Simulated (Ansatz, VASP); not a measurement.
**Two plane-wave programs on Si**

```
Si
1.0
    -0.00027    0.00015   -5.12363
     2.73790   -4.74448    0.00027
    -8.21290   -4.74405   -0.00033
Si
12
Cartesian
  -5.4750 -7.2821 -3.8425
  -2.7383 -2.5368 -3.8428
  -4.6470 -5.8472 -2.1352
  -1.9099 -1.1024 -2.1352
  -6.3026 -5.8484 -0.4271
  -0.8278 -5.8473 -0.4268
  -2.7373 -6.9510 -1.2808
  -0.0001 -2.2067 -1.2805
  -6.3033 -3.6416 -4.6975
  -0.8284 -3.6410 -4.6964
  -4.6477 -3.6406 -2.9891
  0.8277 -3.6407 -2.9885
```

Change from the starting cell: cell x2, atoms moved at random (sigma 0.1 Å) and cell strained at random (1.5 %), then relaxed without symmetry.

Alike in both runs: functional PBE; k mesh 4 × 4 × 2; occupations gaussian, width 0.1 eV; no spin polarisation.

Ansatz relaxed the structure, and its values are those at the end. VASP's run is a single point on that final structure, the one shown.

```csv
,VASP,Ansatz
version,VASP 6.6.1,Ansatz 0.2.0
potentials or method,"VASP PAW PBE potentials, release 64 (Si), cutoff 520 eV","scalar-relativistic, plane waves, PAW"
valence electrons in the cell,48,48
```

|  | VASP | Ansatz | Ansatz less VASP |
| --- | --- | --- | --- |
| gap on the k mesh at the Fermi level (eV) | 1.59 | 1.59 | -0.001 |
| least direct gap on the mesh (eV) | 1.77 | 1.77 | -0.002 |
| pressure (GPa) | 0.0 | 0.0 | +0.07 |

The functional is the same, so the differences come from potentials, cutoffs and numerics.
